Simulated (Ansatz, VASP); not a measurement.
Hf: VASP beside Ansatz

```
Hf
1.0
     0.00000    2.13120    2.04240
     2.13120    0.00000    2.04240
     2.13120    2.13120    0.00000
Hf
1
Direct
  0.00000 0.00000 0.00000
```

Change from the starting cell: strain -0.040 along x and y, -0.080 along z, atoms carried along.

Alike in both runs: task single point; functional PBEsol; k mesh 18 × 18 × 18; occupations gaussian, width 0.15 eV; no spin polarisation.

```csv
,VASP,Ansatz
version,VASP 6.6.1,Ansatz 0.2.0
potentials or method,"VASP PAW PBE potentials, release 64 (Hf_pv), cutoff 520 eV","scalar-relativistic, plane waves, PAW"
valence electrons in the cell,10,26
```

VASP gave:

```
gap on the k mesh at the Fermi level (eV)                     : none
pressure (GPa)                                                : 20.5
traceless stress, the component that is largest in VASP (GPa) : 1.49
```

**Question.** Which values does Ansatz return?

**Answer.** gap on the k mesh at the Fermi level (eV): none; pressure (GPa): 20.9; traceless stress, the component that is largest in VASP (GPa): 1.46.

VASP's potentials were made for PBE, not for PBEsol. A gap of «none» marks a metal or a gap that the smearing closes. VASP's potentials hold 10 valence electrons a cell and Ansatz's 26, so a difference there can come from the potentials and not from the codes.

Spin-orbit coupling is off throughout.
